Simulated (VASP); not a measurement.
# SiC (F-43m) in VASP: a series of runs

The runs below take SiC through single point, relaxation of cell and atoms, with r2SCAN.

Everything below comes from runs of VASP 6.6.1. Logs are shortened: lines on timing, memory, paths and dates and some standing lists are left out, and cuts for length are marked.

### 1 The cell of the first run

The structure is cubic, space group F-43m (No. 216). Conventional cell: a = 4.497 Å, b = 4.497 Å, c = 4.497 Å, α = 90.00°, β = 90.00°, γ = 90.00°. Si (site symmetry -43m) has 4 C at 1.95 Å within 2.6 Å. Within 2.6 Å of C (site symmetry -43m) lie 4 Si at 1.95 Å.

### 2 Single point, r2SCAN (volume scaled by 1.10)

File POSCAR:

```
SiC
1.0
    0.0000000000      2.2484891338      2.2484891338
    2.2484891338      0.0000000000      2.2484891338
    2.2484891338      2.2484891338      0.0000000000
Si C
1 1
Direct
    0.0000000000      0.0000000000      0.0000000000
    0.2500000000      0.2500000000      0.2500000000
```

File INCAR.step1:

```
PREC     = Accurate       # precision mode
ENCUT    = 520            # plane-wave cutoff, eV
ISMEAR   = 0              # smearing method
SIGMA    = 0.02           # smearing width, eV
LREAL    = False          # projectors in reciprocal space
LASPH    = True           # aspherical terms in the spheres
NELM     = 60             # most SCF steps
NBANDS   = 11             # bands
GGA      = PE             # functional
ALGO     = Normal         # electronic algorithm
EDIFF    = 1E-4           # SCF threshold, eV
LWAVE    = True           # write WAVECAR
LCHARG   = False          # write CHGCAR
```

File INCAR.step2:

```
PREC     = Accurate       # precision mode
ENCUT    = 520            # plane-wave cutoff, eV
EDIFF    = 1E-6           # SCF threshold, eV
ISMEAR   = 0              # smearing method
SIGMA    = 0.02           # smearing width, eV
LREAL    = False          # projectors in reciprocal space
LASPH    = True           # aspherical terms in the spheres
NELM     = 60             # most SCF steps
ALGO     = Normal         # electronic algorithm
ISIF     = 2              # what is computed and relaxed
LWAVE    = False          # write WAVECAR
LCHARG   = True           # write CHGCAR
METAGGA  = R2SCAN         # meta-GGA
LMIXTAU  = True         
LELF     = True           # ELF
LVHAR    = True         
NBANDS   = 11             # bands
ISTART   = 1
```

File KPOINTS:

```
regular mesh
0
Gamma
  10 10 10
```

Potentials or basis: VASP PAW PBE potentials, release 64 (Si, C).

Run with:

```sh
$ cat potpaw_PBE.64/Si/POTCAR potpaw_PBE.64/C/POTCAR > POTCAR
$ cp INCAR.step1 INCAR
$ mpirun -np 1 vasp_std > vasp.out
$ cp INCAR.step2 INCAR
$ mpirun -np 1 vasp_std > vasp.out
```

OUTCAR:

```text
PREC = Accurate
   ENCUT = 520
   EDIFF = 1E-6
   ISMEAR = 0
   LREAL = False
   LASPH = True
   NELM = 60
   ISIF = 2
   METAGGA = R2SCAN
   ISTART = 1

 ion  position               nearest neighbor table
   1  0.000  0.000  0.000-   2 1.95   2 1.95   2 1.95   2 1.95
   2  0.250  0.250  0.250-   1 1.95   1 1.95   1 1.95   1 1.95

  LATTYP: Found a face centered cubic cell.
 ALAT       =     4.4969782676

  Lattice vectors:

 A1 = (   0.0000000000,   2.2484891338,   2.2484891338)
 A2 = (   2.2484891338,   0.0000000000,   2.2484891338)
 A3 = (   2.2484891338,   2.2484891338,   0.0000000000)

Analysis of symmetry for initial positions (statically):
=====================================================================
 Subroutine PRICEL returns:
 Original cell was already a primitive cell.

 Routine SETGRP: Setting up the symmetry group for a
 face centered cubic supercell.

 Subroutine GETGRP returns: Found 24 space group operations
 (whereof 24 operations were pure point group operations)
 out of a pool of 48 trial point group operations.

The static configuration has the point symmetry T_d .

Analysis of symmetry for dynamics (positions and initial velocities):
=====================================================================
 Subroutine PRICEL returns:
 Original cell was already a primitive cell.

 Routine SETGRP: Setting up the symmetry group for a
 face centered cubic supercell.

 Subroutine GETGRP returns: Found 24 space group operations
 (whereof 24 operations were pure point group operations)
 out of a pool of 48 trial point group operations.

The dynamic configuration has the point symmetry T_d .

 Subroutine INISYM returns: Found 24 space group operations
 (whereof 24 operations are pure point group operations),
 and found     1 'primitive' translations

----------------------------------------------------------------------------------------

                                     Primitive cell

  volume of cell :      22.7354

  direct lattice vectors                    reciprocal lattice vectors
     0.000000000  2.248489134  2.248489134    -0.222371544  0.222371544  0.222371544
     2.248489134  0.000000000  2.248489134     0.222371544 -0.222371544  0.222371544
     2.248489134  2.248489134  0.000000000     0.222371544  0.222371544 -0.222371544

  length of vectors
     3.179843828  3.179843828  3.179843828     0.385158812  0.385158812  0.385158812

  position of ions in fractional coordinates (direct lattice)
     0.000000000  0.000000000  0.000000000
     0.250000000  0.250000000  0.250000000

  ion indices of the primitive-cell ions
   primitive index   ion index
                 1           1
                 2           2

----------------------------------------------------------------------------------------

 KPOINTS: regular mesh

Automatic generation of k-mesh.
 Grid dimensions read from file:
 generate k-points for:   10   10   10

 Generating k-lattice:

  Cartesian coordinates                     Fractional coordinates (reciprocal lattice)
    -0.022237154  0.022237154  0.022237154     0.100000000  0.000000000  0.000000000
     0.022237154 -0.022237154  0.022237154     0.000000000  0.100000000  0.000000000
     0.022237154  0.022237154 -0.022237154     0.000000000  0.000000000  0.100000000

  Length of vectors
     0.038515881  0.038515881  0.038515881

  Shift w.r.t. Gamma in fractional coordinates (k-lattice)
     0.000000000  0.000000000  0.000000000

 Subroutine IBZKPT returns following result:
 ===========================================

 Found     47 irreducible k-points:

 Following reciprocal coordinates:
            Coordinates               Weight
  0.000000  0.000000  0.000000      1.000000
  0.100000  0.000000  0.000000      8.000000
  0.200000  0.000000  0.000000      8.000000
  0.300000  0.000000  0.000000      8.000000
  0.400000  0.000000  0.000000      8.000000
  0.500000  0.000000  0.000000      4.000000
[... 16 lines left out ...]
  0.300000  0.300000  0.000000      6.000000
  0.400000  0.300000  0.000000     24.000000
 [... further k-points ...]
   k-points           NKPTS =     47   k-points in BZ     NKDIM =     47   number of bands    NBANDS=     11
   number of dos      NEDOS =    301   number of ions     NIONS =      2
   total plane-waves  NPLWV =  13824
   dimension x,y,z NGX =    24 NGY =   24 NGZ =   24
   dimension x,y,z NGXF=    48 NGYF=   48 NGZF=   48
   ions per type =               1   1
   NGX,Y,Z   is equivalent  to a cutoff of  12.55, 12.55, 12.55 a.u.
   NGXF,Y,Z  is equivalent  to a cutoff of  25.09, 25.09, 25.09 a.u.
 SYSTEM =  unknown system
   PREC   = accura    normal or accurate (medium, high low for compatibility)
   ISTART =      1    job   : 0-new  1-cont  2-samecut
   ICHARG =      0    charge: 1-file 2-atom 10-const
   ISPIN  =      1    spin polarized calculation?
   LNONCOLLINEAR =      F non collinear calculations
   LSORBIT =      F    spin-orbit coupling
   LASPH  =      T    aspherical Exc in radial PAW
   ENCUT  =  520.0 eV  38.22 Ry    6.18 a.u.   5.91  5.91  5.91*2*pi/ulx,y,z
   NELM   =     60;   NELMIN=  2; NELMDL=  0     # of ELM steps
   EDIFF  = 0.1E-05   stopping-criterion for ELM
   LREAL  =      F    real-space projection
   EDIFFG = 0.1E-04   stopping-criterion for IOM
   NSW    =      0    number of steps for IOM
   IBRION =     -1    ionic relax: 0-MD 1-quasi-New 2-CG
   NFREE  =      0    steps in history (QN), initial steepest desc. (CG)
   ISIF   =      2    stress and relaxation
   ISYM   =      2    0-nonsym 1-usesym 2-fastsym
   POTIM  = 0.5000    time-step for ionic-motion
   TEBEG  =    0.0;   TEEND  =   0.0 temperature during run
   PSTRESS=    0.0 pullay stress
   NELECT =       8.0000    total number of electrons
   NUPDOWN=      -1.0000    fix difference up-down
   EMIN   =  10.00;   EMAX   =-10.00  energy-range for DOS
   EFERMI =   0.00;   METHOD = LEGACY
   ISMEAR =     0;   SIGMA  =   0.02  broadening in eV -4-tet -1-fermi 0-gaus
   EFERMI_NEDOS =   21; number of points for ismear=-14 and -15
   IALGO  =     38    algorithm
   IMIX   =      4    mixing-type and parameters
     AMIX     =   0.40;   BMIX     =  1.00
     AMIX_MAG =   1.60;   BMIX_MAG =  1.00
  volume/ion in A,a.u.               =      11.37        76.71
  Fermi-wavevector in a.u.,A,eV,Ry     =   1.155768  2.184085 18.174661  1.335800
  Thomas-Fermi vector in A             =   2.292394
   LORBIT       =      0    0 simple, 1 ext, 2 COOP (PROOUT), +10 PAW based schemes
   METAGGA = R2SCAN    functional components
   LHFCALC =     F    Hartree Fock is set to
   AEXX    =    0.0000 exact exchange contribution
   IVDW    =     0    specifies the selected vdW correction
   LEPSILON=     F    determine dielectric tensor
   LRPA    =     F    only Hartree local field effects (RPA)
 non-spin polarized calculation
 Gauss-broadening in eV      SIGMA  =   0.02
  energy-cutoff  :      520.00
  volume of cell :       22.74
 maximum number of plane-waves:       622
   NGX = 11   NGY = 11   NGZ = 11

 number of electron       7.9999999 magnetization

 Free energy of the ion-electron system (eV)
  ---------------------------------------------------
  ext. energy  EPLUGINS =         0.00000000
  ---------------------------------------------------
  free energy    TOTEN  =       -19.20040962 eV

  energy without entropy =      -19.20040962  energy(sigma->0) =      -19.20040962

 E-fermi :   7.0774     XC(G=0): -11.5172

 val. band max:        6.9649663460   @ k =   0.0000   0.0000   0.0000
 cond. band min:       8.7430464031   @ k =   0.5000   0.5000   0.0000
 fundamental gap:      1.7780800571
 Fermi energy:         7.0774387177

 k-point     1 :       0.0000    0.0000    0.0000
  band No.  band energies     occupation
      1      -8.4853      2.00000
      2       6.9650      2.00000
      3       6.9650      2.00000
      4       6.9650      2.00000
      5      12.6245      0.00000
      6      14.1416      0.00000
      7      14.1416      0.00000
      8      14.1416      0.00000
      9      21.6117      0.00000
     10      21.6117      0.00000
     11      23.2300      0.00000

 k-point     2 :       0.1000    0.0000    0.0000
  band No.  band energies     occupation
      1      -8.2976      2.00000
      2       5.9224      2.00000
      3       6.8276      2.00000
      4       6.8276      2.00000
      5      13.0060      0.00000
      6      14.3745      0.00000
      7      14.3865      0.00000
      8      14.3865      0.00000
      9      20.7511      0.00000
     10      20.7511      0.00000
     11      23.4388      0.00000

 k-point     3 :       0.2000    0.0000    0.0000
  band No.  band energies     occupation
      1      -7.7450      2.00000
      2       3.7986      2.00000
      3       6.5122      2.00000
      4       6.5122      2.00000
      5      12.8429      0.00000
      6      14.7842      0.00000
      7      14.7842      0.00000
      8      15.5950      0.00000
      9      20.1107      0.00000
     10      20.1107      0.00000
     11      22.5998      0.00000

 k-point     4 :       0.3000    0.0000    0.0000
  band No.  band energies     occupation
      1      -6.8703      2.00000
      2       1.5332      2.00000
      3       6.1867      2.00000
      4       6.1867      2.00000
      5      12.4430      0.00000
      6      14.7516      0.00000
      7      14.7516      0.00000
      8      16.7740      0.00000
      9      20.8560      0.00000
     10      20.8560      0.00000
     11      22.2112      0.00000
[... 239 lines left out ...]
 k-point    22 :      -0.2000    0.2000    0.0000
  band No.  band energies     occupation
      1      -6.5745      2.00000
      2       2.0853      2.00000
      3       3.8216      2.00000
      4       6.2857      2.00000
      5      13.5493      0.00000
      6      14.8214      0.00000
      7      15.3041      0.00000
      8      16.0699      0.00000
      9      18.7623      0.00000
     10      22.4677      0.00000
     11      26.0478      0.00000

 k-point    23 :       0.3000    0.3000    0.0000
  band No.  band energies     occupation
      1      -6.3150      2.00000
      2       2.4178      2.00000
      3       4.6285      2.00000
      4       4.6285      2.00000
      5      10.3906      0.00000
      6      12.7075      0.00000
      7      18.3940      0.00000
      8      18.3940      0.00000
      9      19.2006      0.00000
     10      24.1833      0.00000
     11      28.4687      0.00000

 k-point    24 :       0.4000    0.3000    0.0000
  band No.  band energies     occupation
      1      -5.5017      2.00000
      2       1.2303      2.00000
      3       3.8801      2.00000
      4       4.3672      2.00000
      5      10.1524      0.00000
      6      12.6995      0.00000
      7      18.4209      0.00000
      8      18.8394      0.00000
      9      20.6647      0.00000
     10      25.1565      0.00000
     11      27.9215      0.00000

 [... further k-points ...]

------------------------ aborting loop because EDIFF is reached ----------------------------------------

  FORCE on cell =-STRESS in cart. coord.  units (eV):
  Direction    XX          YY          ZZ          XY          YZ          ZX
  --------------------------------------------------------------------------------------
  -------------------------------------------------------------------------------------
  Total       -2.5652438     -2.5652438     -2.5652438      0.0000000      0.0000000      0.0000000
  in kB     -180.7743715   -180.7743715   -180.7743715      0.0000000      0.0000000      0.0000000
  external PRESSURE =    -180.7743715 kB  Pullay stress =       0.0000000 kB

 VOLUME and BASIS-vectors are now :
 -----------------------------------------------------------------------------
  energy-cutoff  :      520.00
  volume of cell :       22.74
      direct lattice vectors                 reciprocal lattice vectors
     0.000000000  2.248489134  2.248489134    -0.222371544  0.222371544  0.222371544
     2.248489134  0.000000000  2.248489134     0.222371544 -0.222371544  0.222371544
     2.248489134  2.248489134  0.000000000     0.222371544  0.222371544 -0.222371544

 POSITION                                       TOTAL-FORCE (eV/Angst)
 -----------------------------------------------------------------------------------
      0.00000      0.00000      0.00000        -0.000000     -0.000000     -0.000000
      1.12424      1.12424      1.12424         0.000000      0.000000      0.000000
 -----------------------------------------------------------------------------------
    total drift:                                0.000001      0.000001      0.000001

  FREE ENERGIE OF THE ION-ELECTRON SYSTEM (eV)
  ---------------------------------------------------
  free  energy   TOTEN  =       -19.2004096150 eV

  energy  without entropy=      -19.2004096150  energy(sigma->0) =      -19.20040962
```

Wall time 29 s (1 thread of AMD EPYC 9R45 (Zen 5), shared host); peak memory 0.11 GiB.

What came out:

```
Free energy            : -19.2004 eV
Pressure               : -18.1 GPa
Band gap on the k mesh : 1.78 eV, indirect (least direct gap 4.93 eV)
```

Levels at points of the mesh, in eV from the valence-band top:
```csv
k point,band 1,band 2,band 3,band 4,band 5,band 6,band 7,band 8,band 9
"(0.00, 0.00, 0.00)",-15.45,0.00,0.00,0.00,5.66,7.18,7.18,7.18,14.65
"(0.50, 0.00, 0.00)",-12.16,-8.32,-1.08,-1.08,5.10,7.34,7.34,10.38,16.24
"(0.50, 0.50, 0.00)",-10.80,-7.77,-3.15,-3.15,1.78,4.46,13.98,13.98,14.70
```

Caveat: the PAW data sets were made with another functional, which shifts forces and pressure a little.

(Part 1 of 2 ends here.)
